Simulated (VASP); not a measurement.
The system is CsCl.

```xyz
2
Lattice="4.1368 0.0000 0.0000 0.0000 4.1368 0.0000 0.0000 0.0000 4.1368" Properties=species:S:1:pos:R:3 pbc="T T T"
Cs    0.0000    0.0000    0.0000
Cl    2.0684    2.0684    2.0684
```

Base run:

* Program: VASP 6.6.1
* Functional: r2SCAN
* Potentials or basis: VASP PAW PBE potentials, release 64 (Cs_sv, Cl)
* Cutoff: 550 eV
* k mesh: 6 × 6 × 6
* Occupations: gaussian, width 0.01 eV
* Spin: no spin polarisation

Its results: band gap on the k mesh 5.91 eV; pressure 0.1 GPa.

Task: The run is repeated on the same cell with these changes: functional from r2SCAN to LDA; potentials or basis from VASP PAW PBE potentials, release 64 (Cs_sv, Cl) to VASP PAW LDA potentials, release 64 (Cs_sv, Cl); cutoff from 550 eV to 500 eV. What comes out?

Result: Band gap on the k mesh 4.81 eV; pressure -2.2 GPa.

Caveats: spin-orbit coupling is left out, which moves the levels of the heavy elements; the PAW data sets were made with another functional, which shifts forces and pressure a little (at least some runs).

A k mesh can miss the band edges.
